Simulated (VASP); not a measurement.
# MgZn2 (P6_3/mmc) in VASP: single point with LDA

Aim: the single point of MgZn2 with LDA.

Everything below comes from runs of VASP 6.6.1. Logs are shortened: lines on timing, memory, paths and dates and some standing lists are left out, and cuts for length are marked.

## Step 1: The cell of the first run

Symmetry: P6_3/mmc, No. 194, hexagonal system. Conventional cell: a = 2.987 Å, b = 2.987 Å, c = 13.526 Å, α = 90.00°, β = 90.00°, γ = 120.00°. Within 3.8 Å of Mg (site symmetry -6m2) lie 6 Zn at 2.91 Å and 6 Mg at 2.99 Å. Zn (site symmetry 3m) has 9 Zn at 2.70 to 2.99 Å and 3 Mg at 2.91 Å within 3.6 Å.

## Step 2: Single point, LDA

File INCAR:

```
PREC = Accurate
ENCUT = 520
EDIFF = 1E-6
ISMEAR = -1
SIGMA = 0.05
LREAL = F
LASPH = T
NELM = 80
ALGO = Normal
ISIF = 2
LWAVE = F
LCHARG = F
GGA = CA
NBANDS = 35
```

File KPOINTS:

```
Automatic mesh
0
Gamma
  8 8 2
```

File POSCAR:

```
MgZn2
1.0
    2.9867640000      0.0000000000      0.0000000000
   -1.4933820000      2.5866130000      0.0000000000
    0.0000000000      0.0000000000     13.5264580000
Mg Zn
2 4
Direct
    0.6666666667      0.3333333333      0.2500000000
    0.3333333333      0.6666666667      0.7500000000
    0.3333333333      0.6666666667      0.4229910000
    0.3333333333      0.6666666667      0.0770090000
    0.6666666667      0.3333333333      0.9229910000
    0.6666666667      0.3333333333      0.5770090000
```

Potentials or basis: VASP PAW LDA potentials, release 64 (Mg, Zn).

The run is started by

```sh
$ cat potpaw_LDA.64/Mg/POTCAR potpaw_LDA.64/Zn/POTCAR > POTCAR
$ mpirun -np 1 vasp_std > vasp.out
```

OUTCAR:

```text
PREC = Accurate
   ENCUT = 520
   EDIFF = 1E-6
   ISMEAR = -1
   LREAL = F
   LASPH = T
   NELM = 80
   ISIF = 2
   GGA = CA

 ion  position               nearest neighbor table
   1  0.667  0.333  0.250-   3 2.91   4 2.91   3 2.91   4 2.91   3 2.91   4 2.91
   2  0.333  0.667  0.750-   5 2.91   6 2.91   5 2.91   6 2.91   5 2.91   6 2.91
   3  0.333  0.667  0.423-   6 2.70   6 2.70   6 2.70   1 2.91   1 2.91   1 2.91
   4  0.333  0.667  0.077-   5 2.70   5 2.70   5 2.70   1 2.91   1 2.91   1 2.91
   5  0.667  0.333  0.923-   4 2.70   4 2.70   4 2.70   2 2.91   2 2.91   2 2.91
   6  0.667  0.333  0.577-   3 2.70   3 2.70   3 2.70   2 2.91   2 2.91   2 2.91

  LATTYP: Found a hexagonal cell.
 ALAT       =     2.9867640000
 C/A-ratio  =     4.5288004007

  Lattice vectors:

 A1 = (   2.9867640000,   0.0000000000,   0.0000000000)
 A2 = (  -1.4933820000,   2.5866130000,   0.0000000000)
 A3 = (   0.0000000000,   0.0000000000,  13.5264580000)

Analysis of symmetry for initial positions (statically):
=====================================================================
 Subroutine PRICEL returns:
 Original cell was already a primitive cell.

 Routine SETGRP: Setting up the symmetry group for a
 hexagonal supercell.

 Subroutine GETGRP returns: Found 24 space group operations
 (whereof 12 operations were pure point group operations)
 out of a pool of 24 trial point group operations.

The static configuration has the point symmetry D_3d.
 The point group associated with its full space group is D_6h.

Analysis of symmetry for dynamics (positions and initial velocities):
=====================================================================
 Subroutine PRICEL returns:
 Original cell was already a primitive cell.

 Routine SETGRP: Setting up the symmetry group for a
 hexagonal supercell.

 Subroutine GETGRP returns: Found 24 space group operations
 (whereof 12 operations were pure point group operations)
 out of a pool of 24 trial point group operations.

The dynamic configuration has the point symmetry D_3d.
 The point group associated with its full space group is D_6h.

 Subroutine INISYM returns: Found 24 space group operations
 (whereof 12 operations are pure point group operations),
 and found     1 'primitive' translations

----------------------------------------------------------------------------------------

                                     Primitive cell

  volume of cell :     104.5000

  direct lattice vectors                    reciprocal lattice vectors
     2.986764000  0.000000000  0.000000000     0.334810517  0.193302980  0.000000000
    -1.493382000  2.586613000  0.000000000     0.000000000  0.386605959  0.000000000
     0.000000000  0.000000000 13.526458000     0.000000000  0.000000000  0.073929184

  length of vectors
     2.986764000  2.986763568 13.526458000     0.386605903  0.386605959  0.073929184

  position of ions in fractional coordinates (direct lattice)
     0.666666667  0.333333333  0.250000000
     0.333333333  0.666666667  0.750000000
     0.333333333  0.666666667  0.422991000
     0.333333333  0.666666667  0.077009000
     0.666666667  0.333333333  0.922991000
     0.666666667  0.333333333  0.577009000

  ion indices of the primitive-cell ions
   primitive index   ion index
                 1           1
                 2           2
                 3           3
                 4           4
                 5           5
                 6           6

----------------------------------------------------------------------------------------

 KPOINTS: Automatic mesh

Automatic generation of k-mesh.
 Grid dimensions read from file:
 generate k-points for:    8    8    2

 Generating k-lattice:

  Cartesian coordinates                     Fractional coordinates (reciprocal lattice)
     0.041851315  0.024162872  0.000000000     0.125000000  0.000000000  0.000000000
     0.000000000  0.048325745  0.000000000     0.000000000  0.125000000  0.000000000
     0.000000000  0.000000000  0.036964592     0.000000000  0.000000000  0.500000000

  Length of vectors
     0.048325738  0.048325745  0.036964592

  Shift w.r.t. Gamma in fractional coordinates (k-lattice)
     0.000000000  0.000000000  0.000000000

 Subroutine IBZKPT returns following result:
 ===========================================

 Found     20 irreducible k-points:

 Following reciprocal coordinates:
            Coordinates               Weight
  0.000000  0.000000  0.000000      1.000000
  0.125000 -0.000000  0.000000      6.000000
  0.250000 -0.000000  0.000000      6.000000
  0.375000  0.000000  0.000000      6.000000
  0.500000 -0.000000  0.000000      3.000000
  0.125000  0.125000  0.000000      6.000000
[... 12 lines left out ...]
  0.250000  0.250000  0.500000      6.000000
  0.375000  0.250000  0.500000      6.000000
   k-points           NKPTS =     20   k-points in BZ     NKDIM =     20   number of bands    NBANDS=     35
   number of dos      NEDOS =    301   number of ions     NIONS =      6
   total plane-waves  NPLWV =  62208
   dimension x,y,z NGX =    24 NGY =   24 NGZ =  108
   dimension x,y,z NGXF=    48 NGYF=   48 NGZF=  216
   ions per type =               2   4
   NGX,Y,Z   is equivalent  to a cutoff of  13.36, 13.36, 13.27 a.u.
   NGXF,Y,Z  is equivalent  to a cutoff of  26.72, 26.72, 26.55 a.u.
 SYSTEM =  unknown system
   PREC   = accura    normal or accurate (medium, high low for compatibility)
   ISTART =      0    job   : 0-new  1-cont  2-samecut
   ICHARG =      2    charge: 1-file 2-atom 10-const
   ISPIN  =      1    spin polarized calculation?
   LNONCOLLINEAR =      F non collinear calculations
   LSORBIT =      F    spin-orbit coupling
   LASPH  =      T    aspherical Exc in radial PAW
   ENCUT  =  520.0 eV  38.22 Ry    6.18 a.u.   5.55  5.55 25.15*2*pi/ulx,y,z
   NELM   =     80;   NELMIN=  2; NELMDL= -5     # of ELM steps
   EDIFF  = 0.1E-05   stopping-criterion for ELM
   LREAL  =      F    real-space projection
[... 7 lines left out ...]
   TEBEG  =    0.0;   TEEND  =   0.0 temperature during run
   PSTRESS=    0.0 pullay stress
   NELECT =      52.0000    total number of electrons
   NUPDOWN=      -1.0000    fix difference up-down
   EMIN   =  10.00;   EMAX   =-10.00  energy-range for DOS
   EFERMI =   0.00;   METHOD = LEGACY
   ISMEAR =    -1;   SIGMA  =   0.05  broadening in eV -4-tet -1-fermi 0-gaus
   EFERMI_NEDOS =   21; number of points for ismear=-14 and -15
   IALGO  =     38    algorithm
   IMIX   =      4    mixing-type and parameters
     AMIX     =   0.40;   BMIX     =  1.00
     AMIX_MAG =   1.60;   BMIX_MAG =  1.00
  volume/ion in A,a.u.               =      17.42       117.53
  Fermi-wavevector in a.u.,A,eV,Ry     =   1.297290  2.451523 22.898085  1.682962
  Thomas-Fermi vector in A             =   2.428692
   LORBIT       =      0    0 simple, 1 ext, 2 COOP (PROOUT), +10 PAW based schemes
   GGA     = CA    functional components
   LHFCALC =     F    Hartree Fock is set to
   AEXX    =    0.0000 exact exchange contribution
   IVDW    =     0    specifies the selected vdW correction
   LEPSILON=     F    determine dielectric tensor
   LRPA    =     F    only Hartree local field effects (RPA)
 non-spin polarized calculation
  energy-cutoff  :      520.00
  volume of cell :      104.50
 maximum number of plane-waves:      2882
 NGX is ok and might be reduce to    24
   NGX = 11   NGY = 11   NGZ = 51

 number of electron      51.9999925 magnetization

 Free energy of the ion-electron system (eV)
  ---------------------------------------------------
  ext. energy  EPLUGINS =         0.00000000
  ---------------------------------------------------
  free energy    TOTEN  =       -11.08831713 eV

  energy without entropy =      -11.07892103  energy(sigma->0) =      -11.08361908

 E-fermi :   2.8618     XC(G=0): -10.6497

 val. band max:        2.8034205708   @ k =   0.3750   0.0000   0.0000
 cond. band min:       2.8639860034   @ k =   0.5000  -0.0000   0.0000
 fundamental gap:      0.0605654326
 Fermi energy:         2.8618432309

 k-point     1 :       0.0000    0.0000    0.0000
  band No.  band energies     occupation
      1      -6.4948      2.00000
      2      -6.1184      2.00000
      3      -5.3070      2.00000
      4      -5.2624      2.00000
      5      -4.8226      2.00000
      6      -4.8226      2.00000
[... 27 lines left out ...]
     34      15.0476      0.00000
     35      15.0494      0.00000

 k-point     2 :       0.1250   -0.0000    0.0000
  band No.  band energies     occupation
      1      -6.1469      2.00000
      2      -5.7828      2.00000
      3      -5.1831      2.00000
      4      -5.1727      2.00000
      5      -4.9483      2.00000
      6      -4.8744      2.00000
[... 27 lines left out ...]
     34      13.4556      0.00000
     35      13.7440      0.00000

 k-point     3 :       0.2500   -0.0000    0.0000
  band No.  band energies     occupation
      1      -5.3444      2.00000
      2      -5.1958      2.00000
      3      -5.0967      2.00000
      4      -5.0725      2.00000
      5      -5.0639      2.00000
      6      -5.0107      2.00000
[... 27 lines left out ...]
     34      10.2097      0.00000
     35      11.1097      0.00000

 k-point     4 :       0.3750    0.0000    0.0000
  band No.  band energies     occupation
      1      -5.2014      2.00000
      2      -5.1901      2.00000
      3      -5.1817      2.00000
      4      -5.1418      2.00000
      5      -5.1263      2.00000
      6      -5.1159      2.00000
[... 27 lines left out ...]
     34       9.9569      0.00000
     35      10.0092      0.00000

 k-point     5 :       0.5000   -0.0000    0.0000
  band No.  band energies     occupation
      1      -5.2329      2.00000
      2      -5.2209      2.00000
      3      -5.2019      2.00000
      4      -5.1801      2.00000
      5      -5.1796      2.00000
      6      -5.1676      2.00000
[... 486 lines left out ...]
 k-point    18 :       0.3750    0.1250    0.5000
  band No.  band energies     occupation
      1      -5.1689      2.00000
      2      -5.1689      2.00000
      3      -5.1399      2.00000
      4      -5.1399      2.00000
      5      -5.1093      2.00000
      6      -5.1093      2.00000
[... 27 lines left out ...]
     34       7.2723      0.00000
     35       8.5988      0.00000

 k-point    19 :       0.2500    0.2500    0.5000
  band No.  band energies     occupation
      1      -5.1071      2.00000
      2      -5.1071      2.00000
      3      -5.0817      2.00000
      4      -5.0817      2.00000
      5      -5.0028      2.00000
      6      -5.0028      2.00000
[... 27 lines left out ...]
     34       6.3181      0.00000
     35       7.8883      0.00000

 k-point    20 :       0.3750    0.2500    0.5000
  band No.  band energies     occupation
      1      -5.1246      2.00000
      2      -5.1246      2.00000
      3      -5.0444      2.00000
      4      -5.0444      2.00000
      5      -5.0333      2.00000
      6      -5.0333      2.00000
[... 27 lines left out ...]
     34       6.1865      0.00000
     35       6.5201      0.00000

------------------------ aborting loop because EDIFF is reached ----------------------------------------

  FORCE on cell =-STRESS in cart. coord.  units (eV):
  Direction    XX          YY          ZZ          XY          YZ          ZX
  --------------------------------------------------------------------------------------
  -------------------------------------------------------------------------------------
  Total       -3.9067973     -3.9067958     -4.4389193      0.0000000     -0.0000000      0.0000000
  in kB      -59.8983704    -59.8983472    -68.0567779      0.0000000     -0.0000000      0.0000000
  external PRESSURE =     -62.6178318 kB  Pullay stress =       0.0000000 kB

 VOLUME and BASIS-vectors are now :
 -----------------------------------------------------------------------------
  energy-cutoff  :      520.00
  volume of cell :      104.50
      direct lattice vectors                 reciprocal lattice vectors
     2.986764000  0.000000000  0.000000000     0.334810517  0.193302980  0.000000000
    -1.493382000  2.586613000  0.000000000     0.000000000  0.386605959  0.000000000
     0.000000000  0.000000000 13.526458000     0.000000000  0.000000000  0.073929184

 POSITION                                       TOTAL-FORCE (eV/Angst)
 -----------------------------------------------------------------------------------
      1.49338      0.86220      3.38161         0.000000      0.000000      0.000000
     -0.00000      1.72441     10.14484        -0.000000     -0.000000      0.000000
     -0.00000      1.72441      5.72157        -0.000000      0.000000      0.077823
     -0.00000      1.72441      1.04166         0.000000     -0.000000     -0.077823
      1.49338      0.86220     12.48480        -0.000000      0.000000      0.077823
      1.49338      0.86220      7.80489         0.000000     -0.000000     -0.077823
 -----------------------------------------------------------------------------------
    total drift:                               -0.000000      0.000000      0.000000

  FREE ENERGIE OF THE ION-ELECTRON SYSTEM (eV)
  ---------------------------------------------------
  free  energy   TOTEN  =       -11.0883171288 eV

  energy  without entropy=      -11.0789210336  energy(sigma->0) =      -11.08361908
```

It took 2 min on 1 thread of AMD EPYC 7R43 (Zen 3), shared host; peak memory 0.19 GiB.

What came out:

- Free energy: -11.0883 eV
- Pressure: -6.3 GPa
- Largest force: 0.078 eV/Å
- Band gap on the k mesh: zero (bands 26 and 27 overlap by 1.67 eV)

Forces on the atoms (eV/Å):
```
Mg   0.000  0.000  0.000
Mg   0.000  0.000  0.000
Zn   0.000  0.000  0.078
Zn   0.000  0.000 -0.078
Zn   0.000  0.000  0.078
Zn   0.000  0.000 -0.078
```

Caveat: the cell stands under tension.
